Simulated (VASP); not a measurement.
Input of a VASP 6.6.1 run:

File INCAR:

```
ALGO = Normal
EDIFF = 1E-6
ENCUT = 520
GGA = CA
ISIF = 2
ISMEAR = 0
LASPH = T
LCHARG = F
LREAL = F
LWAVE = F
NBANDS = 16
NELM = 60
PREC = Accurate
SIGMA = 0.01
```

File KPOINTS:

```
k-points
0
Gamma
  8 8 4
```

The input POSCAR:

```
SiC
1.0
    3.0563618601      0.0000000000      0.0000000000
   -1.5281809301      2.6468870140      0.0000000000
    0.0000000000      0.0000000000      5.0159135140
Si C
2 2
Direct
    0.3333333333      0.6666666667      0.0045956273
    0.6666666667      0.3333333333      0.5045956273
    0.3333333333      0.6666666667      0.3804043727
    0.6666666667      0.3333333333      0.8804043727
```

Potentials or basis: VASP PAW LDA potentials, release 64 (Si, C).

Launch:

```bash
$ cat potpaw_LDA.64/Si/POTCAR potpaw_LDA.64/C/POTCAR > POTCAR
$ mpirun -np 1 vasp_std > vasp.out
```

(1) Predict the band gap on the k mesh.

(2) Estimate the pressure.

Results:

(1) 2.38 eV, indirect (least direct gap 3.91 eV).

(2) 0.4 GPa.
